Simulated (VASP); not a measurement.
# CdO (Fm-3m) in VASP: single point with PBE

Aim: the single point of CdO with PBE.

Everything below comes from runs of VASP 6.6.1. Logs are shortened: lines on timing, memory, paths and dates and some standing lists are left out, and cuts for length are marked.

## 1. The cell of the first run

The structure is cubic, space group Fm-3m (No. 225). Conventional cell: a = 4.773 Å, b = 4.773 Å, c = 4.773 Å, α = 90.00°, β = 90.00°, γ = 90.00°. Cd (site symmetry m-3m) has 6 O at 2.39 Å within 3.2 Å. O (site symmetry m-3m) has 6 Cd at 2.39 Å within 3.2 Å.

## 2. Single point, PBE (13.59 Å³/atom)

Input file INCAR:

```
ALGO = Normal
EDIFF = 1E-6
ENCUT = 600
GGA = PE
GGA_COMPAT = False
ISIF = 2
ISMEAR = -1
LASPH = True
LCHARG = False
LREAL = False
LWAVE = False
NBANDS = 16
NELM = 120
PREC = Accurate
SIGMA = 0.02
```

Input file KPOINTS:

```
k-points
0
Gamma
  11 11 11
```

Input file POSCAR:

```
CdO
1.0
    0.0000000000      2.3866511052      2.3866511052
    2.3866511052      0.0000000000      2.3866511052
    2.3866511052      2.3866511052      0.0000000000
Cd O
1 1
Direct
    0.0000000000      0.0000000000      0.0000000000
    0.5000000000      0.5000000000      0.5000000000
```

Potentials or basis: VASP PAW PBE potentials, release 64 (Cd, O).

Command:

```
$ cat potpaw_PBE.64/Cd/POTCAR potpaw_PBE.64/O/POTCAR > POTCAR
$ mpirun -np 1 vasp_std > vasp.out
```

OUTCAR:

```text
EDIFF = 1E-6
   ENCUT = 600
   GGA = PE
   ISIF = 2
   ISMEAR = -1
   LASPH = True
   LREAL = False
   NELM = 120
   PREC = Accurate

 ion  position               nearest neighbor table
   1  0.000  0.000  0.000-   2 2.39   2 2.39   2 2.39   2 2.39   2 2.39   2 2.39
   2  0.500  0.500  0.500-   1 2.39   1 2.39   1 2.39   1 2.39   1 2.39   1 2.39

  LATTYP: Found a face centered cubic cell.
 ALAT       =     4.7733022104

  Lattice vectors:

 A1 = (   0.0000000000,   2.3866511052,   2.3866511052)
 A2 = (   2.3866511052,   0.0000000000,   2.3866511052)
 A3 = (   2.3866511052,   2.3866511052,   0.0000000000)

Analysis of symmetry for initial positions (statically):
=====================================================================
 Subroutine PRICEL returns:
 Original cell was already a primitive cell.

 Routine SETGRP: Setting up the symmetry group for a
 face centered cubic supercell.

 Subroutine GETGRP returns: Found 48 space group operations
 (whereof 48 operations were pure point group operations)
 out of a pool of 48 trial point group operations.

The static configuration has the point symmetry O_h .

Analysis of symmetry for dynamics (positions and initial velocities):
=====================================================================
 Subroutine PRICEL returns:
 Original cell was already a primitive cell.

 Routine SETGRP: Setting up the symmetry group for a
 face centered cubic supercell.

 Subroutine GETGRP returns: Found 48 space group operations
 (whereof 48 operations were pure point group operations)
 out of a pool of 48 trial point group operations.

The dynamic configuration has the point symmetry O_h .

 Subroutine INISYM returns: Found 48 space group operations
 (whereof 48 operations are pure point group operations),
 and found     1 'primitive' translations

----------------------------------------------------------------------------------------

                                     Primitive cell

  volume of cell :      27.1892

  direct lattice vectors                    reciprocal lattice vectors
     0.000000000  2.386651105  2.386651105    -0.209498573  0.209498573  0.209498573
     2.386651105  0.000000000  2.386651105     0.209498573 -0.209498573  0.209498573
     2.386651105  2.386651105  0.000000000     0.209498573  0.209498573 -0.209498573

  length of vectors
     3.375234362  3.375234362  3.375234362     0.362862172  0.362862172  0.362862172

  position of ions in fractional coordinates (direct lattice)
     0.000000000  0.000000000  0.000000000
     0.500000000  0.500000000  0.500000000

  ion indices of the primitive-cell ions
   primitive index   ion index
                 1           1
                 2           2

----------------------------------------------------------------------------------------

 KPOINTS: k-points

Automatic generation of k-mesh.
 Grid dimensions read from file:
 generate k-points for:   11   11   11

 Generating k-lattice:

  Cartesian coordinates                     Fractional coordinates (reciprocal lattice)
    -0.019045325  0.019045325  0.019045325     0.090909091  0.000000000  0.000000000
     0.019045325 -0.019045325  0.019045325     0.000000000  0.090909091  0.000000000
     0.019045325  0.019045325 -0.019045325     0.000000000  0.000000000  0.090909091

  Length of vectors
     0.032987470  0.032987470  0.032987470

  Shift w.r.t. Gamma in fractional coordinates (k-lattice)
     0.000000000  0.000000000  0.000000000

 Subroutine IBZKPT returns following result:
 ===========================================

 Found     56 irreducible k-points:

 Following reciprocal coordinates:
            Coordinates               Weight
  0.000000  0.000000  0.000000      1.000000
  0.090909  0.000000  0.000000      8.000000
  0.181818  0.000000  0.000000      8.000000
  0.272727  0.000000  0.000000      8.000000
  0.363636  0.000000  0.000000      8.000000
  0.454545  0.000000  0.000000      8.000000
[... 16 lines left out ...]
 -0.272727  0.181818  0.000000     24.000000
 -0.181818  0.181818  0.000000     12.000000
 [... further k-points ...]
   k-points           NKPTS =     56   k-points in BZ     NKDIM =     56   number of bands    NBANDS=     16
   number of dos      NEDOS =    301   number of ions     NIONS =      2
   total plane-waves  NPLWV =  21952
   dimension x,y,z NGX =    28 NGY =   28 NGZ =   28
   dimension x,y,z NGXF=    56 NGYF=   56 NGZF=   56
   ions per type =               1   1
   NGX,Y,Z   is equivalent  to a cutoff of  13.79, 13.79, 13.79 a.u.
   NGXF,Y,Z  is equivalent  to a cutoff of  27.58, 27.58, 27.58 a.u.
 SYSTEM =  unknown system
   PREC   = accura    normal or accurate (medium, high low for compatibility)
   ISTART =      0    job   : 0-new  1-cont  2-samecut
   ICHARG =      2    charge: 1-file 2-atom 10-const
   ISPIN  =      1    spin polarized calculation?
   LNONCOLLINEAR =      F non collinear calculations
   LSORBIT =      F    spin-orbit coupling
   LASPH  =      T    aspherical Exc in radial PAW
   ENCUT  =  600.0 eV  44.10 Ry    6.64 a.u.   6.74  6.74  6.74*2*pi/ulx,y,z
   NELM   =    120;   NELMIN=  2; NELMDL= -5     # of ELM steps
   EDIFF  = 0.1E-05   stopping-criterion for ELM
   LREAL  =      F    real-space projection
   EDIFFG = 0.1E-04   stopping-criterion for IOM
   NSW    =      0    number of steps for IOM
   IBRION =     -1    ionic relax: 0-MD 1-quasi-New 2-CG
   NFREE  =      0    steps in history (QN), initial steepest desc. (CG)
   ISIF   =      2    stress and relaxation
   ISYM   =      2    0-nonsym 1-usesym 2-fastsym
   POTIM  = 0.5000    time-step for ionic-motion
   TEBEG  =    0.0;   TEEND  =   0.0 temperature during run
   PSTRESS=    0.0 pullay stress
   NELECT =      18.0000    total number of electrons
   NUPDOWN=      -1.0000    fix difference up-down
   EMIN   =  10.00;   EMAX   =-10.00  energy-range for DOS
   EFERMI =   0.00;   METHOD = LEGACY
   ISMEAR =    -1;   SIGMA  =   0.02  broadening in eV -4-tet -1-fermi 0-gaus
   EFERMI_NEDOS =   21; number of points for ismear=-14 and -15
   IALGO  =     38    algorithm
   IMIX   =      4    mixing-type and parameters
     AMIX     =   0.40;   BMIX     =  1.00
     AMIX_MAG =   1.60;   BMIX_MAG =  1.00
  volume/ion in A,a.u.               =      13.59        91.74
  Fermi-wavevector in a.u.,A,eV,Ry     =   1.426812  2.696284 27.698636  2.035792
  Thomas-Fermi vector in A             =   2.547049
   LORBIT       =      0    0 simple, 1 ext, 2 COOP (PROOUT), +10 PAW based schemes
   GGA     = PE    functional components
   LHFCALC =     F    Hartree Fock is set to
   AEXX    =    0.0000 exact exchange contribution
   IVDW    =     0    specifies the selected vdW correction
   LEPSILON=     F    determine dielectric tensor
   LRPA    =     F    only Hartree local field effects (RPA)
 non-spin polarized calculation
  energy-cutoff  :      600.00
  volume of cell :       27.19
 maximum number of plane-waves:       926
   NGX = 13   NGY = 13   NGZ = 13

 number of electron      17.9999994 magnetization

 Free energy of the ion-electron system (eV)
  ---------------------------------------------------
  ext. energy  EPLUGINS =         0.00000000
  ---------------------------------------------------
  free energy    TOTEN  =        -7.73030073 eV

  energy without entropy =       -7.73014718  energy(sigma->0) =       -7.73022395

 E-fermi :   1.6538     XC(G=0): -11.4351

 val. band max:        1.5822790516   @ k =   0.4545   0.0000   0.0000
 cond. band min:       2.0287749730   @ k =   0.0909   0.0000   0.0000
 fundamental gap:      0.4464959214
 Fermi energy:         1.6537826137

 k-point     1 :       0.0000    0.0000    0.0000
  band No.  band energies     occupation
      1     -15.4269      2.00000
      2      -5.0234      2.00000
      3      -5.0234      2.00000
      4      -5.0234      2.00000
      5      -4.7468      2.00000
      6      -4.7468      2.00000
[... 8 lines left out ...]
     15      19.1302      0.00000
     16      19.1302      0.00000

 k-point     2 :       0.0909    0.0000    0.0000
  band No.  band energies     occupation
      1     -15.3757      2.00000
      2      -5.0504      2.00000
      3      -5.0084      2.00000
      4      -5.0084      2.00000
      5      -4.7957      2.00000
      6      -4.7957      2.00000
[... 8 lines left out ...]
     15      19.5118      0.00000
     16      19.5118      0.00000

 k-point     3 :       0.1818    0.0000    0.0000
  band No.  band energies     occupation
      1     -15.2346      2.00000
      2      -5.1501      2.00000
      3      -5.0658      2.00000
      4      -5.0658      2.00000
      5      -4.8175      2.00000
      6      -4.8175      2.00000
[... 8 lines left out ...]
     15      20.1125      0.00000
     16      20.1125      0.00000

 k-point     4 :       0.2727    0.0000    0.0000
  band No.  band energies     occupation
      1     -15.0412      2.00000
      2      -5.3489      2.00000
      3      -5.2472      2.00000
      4      -5.2472      2.00000
      5      -4.7184      2.00000
      6      -4.7184      2.00000
[... 8 lines left out ...]
     15      20.9217      0.00000
     16      20.9217      0.00000
[... 324 lines left out ...]
 k-point    22 :      -0.3636    0.1818    0.0000
  band No.  band energies     occupation
      1     -14.7588      2.00000
      2      -5.5854      2.00000
      3      -5.3960      2.00000
      4      -5.2447      2.00000
      5      -4.6046      2.00000
      6      -4.5022      2.00000
[... 8 lines left out ...]
     15      21.2986      0.00000
     16      21.6439      0.00000

 k-point    23 :      -0.2727    0.1818    0.0000
  band No.  band energies     occupation
      1     -14.8593      2.00000
      2      -5.4980      2.00000
      3      -5.3727      2.00000
      4      -5.2016      2.00000
      5      -4.7220      2.00000
      6      -4.4979      2.00000
[... 8 lines left out ...]
     15      21.0120      0.00000
     16      21.4411      0.00000

 k-point    24 :      -0.1818    0.1818    0.0000
  band No.  band energies     occupation
      1     -15.0030      2.00000
      2      -5.3403      2.00000
      3      -5.2800      2.00000
      4      -5.1760      2.00000
      5      -4.8280      2.00000
      6      -4.5602      2.00000
[... 8 lines left out ...]
     15      20.1608      0.00000
     16      21.8994      0.00000

 [... further k-points ...]

------------------------ aborting loop because EDIFF is reached ----------------------------------------

  FORCE on cell =-STRESS in cart. coord.  units (eV):
  Direction    XX          YY          ZZ          XY          YZ          ZX
  --------------------------------------------------------------------------------------
  -------------------------------------------------------------------------------------
  Total        0.0906482      0.0906482      0.0906482      0.0000000      0.0000000     -0.0000000
  in kB        5.3416220      5.3416220      5.3416220      0.0000000      0.0000000     -0.0000000
  external PRESSURE =       5.3416220 kB  Pullay stress =       0.0000000 kB

 VOLUME and BASIS-vectors are now :
 -----------------------------------------------------------------------------
  energy-cutoff  :      600.00
  volume of cell :       27.19
      direct lattice vectors                 reciprocal lattice vectors
     0.000000000  2.386651105  2.386651105    -0.209498573  0.209498573  0.209498573
     2.386651105  0.000000000  2.386651105     0.209498573 -0.209498573  0.209498573
     2.386651105  2.386651105  0.000000000     0.209498573  0.209498573 -0.209498573

 POSITION                                       TOTAL-FORCE (eV/Angst)
 -----------------------------------------------------------------------------------
      0.00000      0.00000      0.00000        -0.000000     -0.000000     -0.000000
      2.38665      2.38665      2.38665         0.000000      0.000000      0.000000
 -----------------------------------------------------------------------------------
    total drift:                                0.000000      0.000000      0.000000

  FREE ENERGIE OF THE ION-ELECTRON SYSTEM (eV)
  ---------------------------------------------------
  free  energy   TOTEN  =        -7.7303007288 eV

  energy  without entropy=       -7.7301471788  energy(sigma->0) =       -7.73022395
```

Wall time 26 s (1 thread of Intel Xeon Platinum 8375C at 2.90GHz (Ice Lake), shared host); peak memory 0.17 GiB.

What came out:

```
Free energy            : -7.7303 eV
Pressure               : 0.5 GPa
Band gap on the k mesh : zero (bands 9 and 10 overlap by 0.49 eV)
```

Levels at points of the mesh, in eV from the Fermi level:
| k point | band 7 | band 8 | band 9 | band 10 | band 11 | band 12 |
| --- | --- | --- | --- | --- | --- | --- |
| (0.00, 0.00, 0.00) | -1.21 | -1.21 | -1.21 | -0.56 | 14.87 | 16.66 |

Caveat: semilocal functionals underestimate gaps, so a narrow gap can read as zero.
